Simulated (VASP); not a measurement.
# Mg5Zn (R32) in VASP: a series of runs

The runs below take Mg5Zn through single point, with LDA.

Program: VASP 6.6.1. These are calculated values, not measurements. Logs are shortened: lines on timing, memory, paths and dates and some standing lists are left out, and cuts for length are marked.

## 1. The cell of the first run

It takes space group R32 (No. 155, trigonal). Conventional cell: a = 5.433 Å, b = 5.433 Å, c = 15.350 Å, α = 90.00°, β = 90.00°, γ = 120.00°. Within 4.1 Å of Mg (site symmetry 2) lie 10 Mg at 3.11 to 3.20 Å and 2 Zn at 3.12 Å. Mg (site symmetry 3) has 9 Mg at 3.12 to 3.16 Å and 3 Zn at 3.14 Å within 4.1 Å. Zn (site symmetry 32) has 12 Mg at 3.12 to 3.14 Å within 4.1 Å.

## 2. Single point, LDA

Input file INCAR:

```
SYSTEM = Mg5Zn
PREC = Accurate ; ENCUT = 520
EDIFF = 1E-6 ; ISMEAR = -1
SIGMA = 0.1 ; LREAL = .FALSE.
LASPH = .TRUE. ; NELM = 60
ALGO = Normal ; ISIF = 2
LWAVE = .FALSE. ; LCHARG = .FALSE.
GGA = CA ; NBANDS = 20
```

Input file KPOINTS:

```
Automatic mesh
0
G
  5 5 5
  0 0 0
```

Input file POSCAR:

```
Mg5Zn
1.0
    2.7163822570      1.5683040321      5.1165041349
   -2.7163822570      1.5683040321      5.1165041349
    0.0000000000     -3.1366080642      5.1165041349
Mg Zn
5 1
Direct
    0.3397926900      0.0000000000      0.6602073100
    0.8332979600      0.8332979600      0.8332979600
    0.0000000000      0.6602073100      0.3397926900
    0.6602073100      0.3397926900      0.0000000000
    0.1667020400      0.1667020400      0.1667020400
    0.5000000000      0.5000000000      0.5000000000
```

Potentials or basis: VASP PAW LDA potentials, release 64 (Mg, Zn).

Launch:

```console
> cat potpaw_LDA.64/Mg/POTCAR potpaw_LDA.64/Zn/POTCAR > POTCAR
> mpirun -np 1 vasp_std > vasp.out
```

OUTCAR:

```text
SYSTEM = Mg5Zn
   PREC = Accurate
   ENCUT = 520
   EDIFF = 1E-6
   ISMEAR = -1
   LREAL = .FALSE.
   LASPH = .TRUE.
   NELM = 60
   ISIF = 2
   GGA = CA

 ion  position               nearest neighbor table
   1  0.340  0.000  0.660-   3 3.11   3 3.11   4 3.11   4 3.11   2 3.12   5 3.12   6 3.12   6 3.12
                             5 3.16   2 3.16   4 3.20   3 3.20
   2  0.833  0.833  0.833-   1 3.12   3 3.12   4 3.12   6 3.14   6 3.14   6 3.14   5 3.14   5 3.14
                             5 3.14   4 3.16   3 3.16   1 3.16
   3  0.000  0.660  0.340-   1 3.11   1 3.11   4 3.11   4 3.11   5 3.12   2 3.12   6 3.12   6 3.12
                             2 3.16   5 3.16   4 3.20   1 3.20
   4  0.660  0.340  0.000-   1 3.11   3 3.11   3 3.11   1 3.11   2 3.12   5 3.12   6 3.12   6 3.12
                             2 3.16   5 3.16   3 3.20   1 3.20
   5  0.167  0.167  0.167-   3 3.12   1 3.12   4 3.12   6 3.14   6 3.14   6 3.14   2 3.14   2 3.14
                             2 3.14   4 3.16   3 3.16   1 3.16
   6  0.500  0.500  0.500-   1 3.12   3 3.12   1 3.12   3 3.12   4 3.12   4 3.12   5 3.14   2 3.14
                             2 3.14   5 3.14   2 3.14   5 3.14

  LATTYP: Found a trigonal (rhomboedric) cell.
 ALAT       =     6.0014102231
 COS(alpha) =     0.5902630408

  Lattice vectors:

 A1 = (   2.7163822570,   1.5683040321,   5.1165041349)
 A2 = (  -2.7163822570,   1.5683040321,   5.1165041349)
 A3 = (   0.0000000000,  -3.1366080642,   5.1165041349)

Analysis of symmetry for initial positions (statically):
=====================================================================
 Subroutine PRICEL returns:
 Original cell was already a primitive cell.

 Routine SETGRP: Setting up the symmetry group for a
 trigonal (rhombohedral) supercell.

 Subroutine GETGRP returns: Found  6 space group operations
 (whereof  6 operations were pure point group operations)
 out of a pool of 12 trial point group operations.

The static configuration has the point symmetry D_3 .

Analysis of symmetry for dynamics (positions and initial velocities):
=====================================================================
 Subroutine PRICEL returns:
 Original cell was already a primitive cell.

 Routine SETGRP: Setting up the symmetry group for a
 trigonal (rhombohedral) supercell.

 Subroutine GETGRP returns: Found  6 space group operations
 (whereof  6 operations were pure point group operations)
 out of a pool of 12 trial point group operations.

The dynamic configuration has the point symmetry D_3 .

 Subroutine INISYM returns: Found  6 space group operations
 (whereof  6 operations are pure point group operations),
 and found     1 'primitive' translations

----------------------------------------------------------------------------------------

                                     Primitive cell

  volume of cell :     130.7813

  direct lattice vectors                    reciprocal lattice vectors
     2.716382257  1.568304032  5.116504135     0.184068350  0.106271911  0.065148649
    -2.716382257  1.568304032  5.116504135    -0.184068350  0.106271911  0.065148649
     0.000000000 -3.136608064  5.116504135     0.000000000 -0.212543822  0.065148649

  length of vectors
     6.001410223  6.001410223  6.001410227     0.222304348  0.222304348  0.222304347

  position of ions in fractional coordinates (direct lattice)
     0.339792690  1.000000000  0.660207310
     0.833297960  0.833297960  0.833297960
     1.000000000  0.660207310  0.339792690
     0.660207310  0.339792690  0.000000000
     0.166702040  0.166702040  0.166702040
     0.500000000  0.500000000  0.500000000

  ion indices of the primitive-cell ions
   primitive index   ion index
                 1           1
                 2           2
                 3           3
                 4           4
                 5           5
                 6           6

----------------------------------------------------------------------------------------

 KPOINTS: Automatic mesh

Automatic generation of k-mesh.
 Grid dimensions read from file:
 generate k-points for:    5    5    5

 Generating k-lattice:

  Cartesian coordinates                     Fractional coordinates (reciprocal lattice)
     0.036813670  0.021254382  0.013029730     0.200000000 -0.000000000  0.000000000
    -0.036813670  0.021254382  0.013029730    -0.000000000  0.200000000  0.000000000
     0.000000000 -0.042508764  0.013029730     0.000000000  0.000000000  0.200000000

  Length of vectors
     0.044460870  0.044460870  0.044460869

  Shift w.r.t. Gamma in fractional coordinates (k-lattice)
     0.000000000  0.000000000  0.000000000

 Subroutine IBZKPT returns following result:
 ===========================================

 Found     19 irreducible k-points:

 Following reciprocal coordinates:
            Coordinates               Weight
  0.000000  0.000000  0.000000      1.000000
  0.200000  0.000000  0.000000      6.000000
  0.400000 -0.000000 -0.000000      6.000000
  0.200000  0.200000  0.000000      6.000000
  0.400000  0.200000 -0.000000     12.000000
 -0.400000  0.200000  0.000000     12.000000
[... 11 lines left out ...]
  0.400000  0.400000  0.400000      2.000000
 -0.400000  0.400000  0.400000      6.000000
   k-points           NKPTS =     19   k-points in BZ     NKDIM =     19   number of bands    NBANDS=     20
   number of dos      NEDOS =    301   number of ions     NIONS =      6
   total plane-waves  NPLWV = 110592
   dimension x,y,z NGX =    48 NGY =   48 NGZ =   48
   dimension x,y,z NGXF=    96 NGYF=   96 NGZF=   96
   ions per type =               5   1
   NGX,Y,Z   is equivalent  to a cutoff of  13.30, 13.30, 13.30 a.u.
   NGXF,Y,Z  is equivalent  to a cutoff of  26.59, 26.59, 26.59 a.u.
 SYSTEM =  Mg5Zn
   PREC   = accura    normal or accurate (medium, high low for compatibility)
   ISTART =      0    job   : 0-new  1-cont  2-samecut
   ICHARG =      2    charge: 1-file 2-atom 10-const
   ISPIN  =      1    spin polarized calculation?
   LNONCOLLINEAR =      F non collinear calculations
   LSORBIT =      F    spin-orbit coupling
   LASPH  =      T    aspherical Exc in radial PAW
   ENCUT  =  520.0 eV  38.22 Ry    6.18 a.u.  11.16 11.16 11.16*2*pi/ulx,y,z
   NELM   =     60;   NELMIN=  2; NELMDL= -5     # of ELM steps
   EDIFF  = 0.1E-05   stopping-criterion for ELM
   LREAL  =      F    real-space projection
   EDIFFG = 0.1E-04   stopping-criterion for IOM
   NSW    =      0    number of steps for IOM
   IBRION =     -1    ionic relax: 0-MD 1-quasi-New 2-CG
   NFREE  =      0    steps in history (QN), initial steepest desc. (CG)
   ISIF   =      2    stress and relaxation
   ISYM   =      2    0-nonsym 1-usesym 2-fastsym
   POTIM  = 0.5000    time-step for ionic-motion
   TEBEG  =    0.0;   TEEND  =   0.0 temperature during run
   PSTRESS=    0.0 pullay stress
   NELECT =      22.0000    total number of electrons
   NUPDOWN=      -1.0000    fix difference up-down
   EMIN   =  10.00;   EMAX   =-10.00  energy-range for DOS
   EFERMI =   0.00;   METHOD = LEGACY
   ISMEAR =    -1;   SIGMA  =   0.10  broadening in eV -4-tet -1-fermi 0-gaus
   EFERMI_NEDOS =   21; number of points for ismear=-14 and -15
   IALGO  =     38    algorithm
   IMIX   =      4    mixing-type and parameters
     AMIX     =   0.40;   BMIX     =  1.00
     AMIX_MAG =   1.60;   BMIX_MAG =  1.00
  volume/ion in A,a.u.               =      21.80       147.09
  Fermi-wavevector in a.u.,A,eV,Ry     =   0.903720  1.707783 11.112008  0.816710
  Thomas-Fermi vector in A             =   2.027080
   LORBIT       =      0    0 simple, 1 ext, 2 COOP (PROOUT), +10 PAW based schemes
   GGA     = CA    functional components
   LHFCALC =     F    Hartree Fock is set to
   AEXX    =    0.0000 exact exchange contribution
   IVDW    =     0    specifies the selected vdW correction
   LEPSILON=     F    determine dielectric tensor
   LRPA    =     F    only Hartree local field effects (RPA)
 non-spin polarized calculation
  energy-cutoff  :      520.00
  volume of cell :      130.78
 maximum number of plane-waves:      3538
 NGX is ok and might be reduce to    48
   NGX = 23   NGY = 23   NGZ = 23

 number of electron      21.9999999 magnetization

 Free energy of the ion-electron system (eV)
  ---------------------------------------------------
  ext. energy  EPLUGINS =         0.00000000
  ---------------------------------------------------
  free energy    TOTEN  =       -10.95314045 eV

  energy without entropy =      -10.87047161  energy(sigma->0) =      -10.91180603

 E-fermi :   2.4845     XC(G=0):  -9.0522

 val. band max:        2.4695767854   @ k =   0.4000   0.2000  -0.0000
 cond. band min:       2.5040036153   @ k =  -0.4000   0.2000   0.2000
 fundamental gap:      0.0344268299
 Fermi energy:         2.4845025360

 k-point     1 :       0.0000    0.0000    0.0000
  band No.  band energies     occupation
      1      -4.9096      2.00000
      2      -4.7595      2.00000
      3      -4.7339      2.00000
      4      -4.7339      2.00000
      5      -4.7263      2.00000
      6      -4.7263      2.00000
[... 12 lines left out ...]
     19       4.9989      0.00000
     20       4.9989      0.00000

 k-point     2 :       0.2000    0.0000    0.0000
  band No.  band energies     occupation
      1      -4.7576      2.00000
      2      -4.7419      2.00000
      3      -4.7304      2.00000
      4      -4.7285      2.00000
      5      -4.7258      2.00000
      6      -4.6076      2.00000
[... 12 lines left out ...]
     19       6.5859      0.00000
     20       6.8732      0.00000
[... 350 lines left out ...]
      3      -4.7340      2.00000
      4      -4.7234      2.00000
      5      -4.7230      2.00000
      6      -4.0091      2.00000
[... 12 lines left out ...]
     19       6.5541      0.00000
     20       6.8688      0.00000

 k-point    19 :      -0.4000    0.4000    0.4000
  band No.  band energies     occupation
      1      -4.7590      2.00000
      2      -4.7372      2.00000
      3      -4.7318      2.00000
      4      -4.7281      2.00000
      5      -4.7239      2.00000
      6      -3.4823      2.00000
[... 12 lines left out ...]
     19       7.3997      0.00000
     20       7.8461      0.00000

------------------------ aborting loop because EDIFF is reached ----------------------------------------

  FORCE on cell =-STRESS in cart. coord.  units (eV):
  Direction    XX          YY          ZZ          XY          YZ          ZX
  --------------------------------------------------------------------------------------
  -------------------------------------------------------------------------------------
  Total       -3.2541558     -3.2541558     -2.8175513      0.0000000     -0.0000000      0.0000000
  in kB      -39.8660491    -39.8660493    -34.5172900      0.0000000     -0.0000000      0.0000000
  external PRESSURE =     -38.0831295 kB  Pullay stress =       0.0000000 kB

 VOLUME and BASIS-vectors are now :
 -----------------------------------------------------------------------------
  energy-cutoff  :      520.00
  volume of cell :      130.78
      direct lattice vectors                 reciprocal lattice vectors
     2.716382257  1.568304032  5.116504135     0.184068350  0.106271911  0.065148649
    -2.716382257  1.568304032  5.116504135    -0.184068350  0.106271911  0.065148649
     0.000000000 -3.136608064  5.116504135     0.000000000 -0.212543822  0.065148649

 POSITION                                       TOTAL-FORCE (eV/Angst)
 -----------------------------------------------------------------------------------
      0.92301     -1.53791      5.11650        -0.002751     -0.004765     -0.000000
      0.00000      0.00000     12.79072        -0.000000      0.000000      0.029966
     -1.79338     -0.03039      5.11650        -0.002751      0.004765     -0.000000
      0.87037      1.56830      5.11650         0.005502      0.000000     -0.000000
      0.00000      0.00000      2.55880        -0.000000      0.000000     -0.029966
      0.00000      0.00000      7.67476        -0.000000      0.000000     -0.000000
 -----------------------------------------------------------------------------------
    total drift:                                0.000000      0.000000     -0.000000

  FREE ENERGIE OF THE ION-ELECTRON SYSTEM (eV)
  ---------------------------------------------------
  free  energy   TOTEN  =       -10.9531404494 eV

  energy  without entropy=      -10.8704716073  energy(sigma->0) =      -10.91180603
```

Wall time 1.9 min (1 thread of AMD EPYC 7R43 (Zen 3), shared host); peak memory 0.23 GiB.

Results:

```yaml
Free_energy: -10.9531 eV
Pressure: -3.8 GPa
Largest_force: 0.030 eV/Å
Band_gap_on_the_k_mesh: zero (band 11 reaches 3.10 eV, above the bottom of band 12 at 1.80 eV)
```

Forces on the atoms (eV/Å):
```
Mg  -0.003 -0.005  0.000
Mg   0.000  0.000  0.030
Mg  -0.003  0.005  0.000
Mg   0.006  0.000  0.000
Mg   0.000  0.000 -0.030
Zn   0.000  0.000  0.000
```

Stress tensor (GPa, compression positive):
```
-3.99  0.00  0.00
 0.00 -3.99  0.00
 0.00  0.00 -3.45
```

## 3. Single point, LDA

This run uses another cell than the first one, of 22.35 Å³/atom, 1.025 times its volume.

Input file INCAR:

```
SYSTEM = Mg5Zn
  PREC = Accurate
  ENCUT = 520
  EDIFF = 1E-6
  ISMEAR = -1
  SIGMA = 0.1
  LREAL = .False.
  LASPH = .True.
  NELM = 60
  ALGO = Normal
  ISIF = 2
  LWAVE = .False.
  LCHARG = .False.
  NBANDS = 20
```

Input file KPOINTS:

```
regular mesh
0
Gamma
  5 5 5
  0 0 0
```

Edit POSCAR of step 2 so:

```diff
@@ -2,5 +2,5 @@
 1.0
-    2.7163822570      1.5683040321      5.1165041349
-   -2.7163822570      1.5683040321      5.1165041349
-    0.0000000000     -3.1366080642      5.1165041349
+    2.7391145462      1.5814285254      5.1593220598
+   -2.7391145462      1.5814285254      5.1593220598
+    0.0000000000     -3.1628570508      5.1593220598
 Mg Zn
```

Potentials or basis: VASP PAW LDA potentials, release 64 (Mg, Zn).

Launch:

```console
> cat potpaw_LDA.64/Mg/POTCAR potpaw_LDA.64/Zn/POTCAR > POTCAR
> mpirun -np 1 vasp_std > vasp.out
```

Run time: 93 s. Hardware: 1 thread of AMD EPYC 7R43 (Zen 3), shared host; peak memory 0.23 GiB.

Results (log left out):

* Free energy: -10.8676 eV
* Pressure: -4.5 GPa
* Largest force: 0.025 eV/Å
* Band gap on the k mesh: zero (band 11 reaches 2.97 eV, above the bottom of band 12 at 1.66 eV)

Forces on the atoms (eV/Å):
```
Mg  -0.002 -0.003  0.000
Mg   0.000  0.000  0.025
Mg  -0.002  0.003  0.000
Mg   0.003  0.000  0.000
Mg   0.000  0.000 -0.025
Zn   0.000  0.000  0.000
```

Stress tensor (GPa, compression positive):
```
-4.66  0.00  0.00
 0.00 -4.66  0.00
 0.00  0.00 -4.08
```

Levels at points of the mesh, in eV from the Fermi level:
```csv
k point,band 8,band 9,band 10,band 11,band 12,band 13,band 14,band 15
"(0.00, 0.00, 0.00)",-1.76,-0.27,-0.21,-0.17,-0.17,0.20,0.20,1.32
```
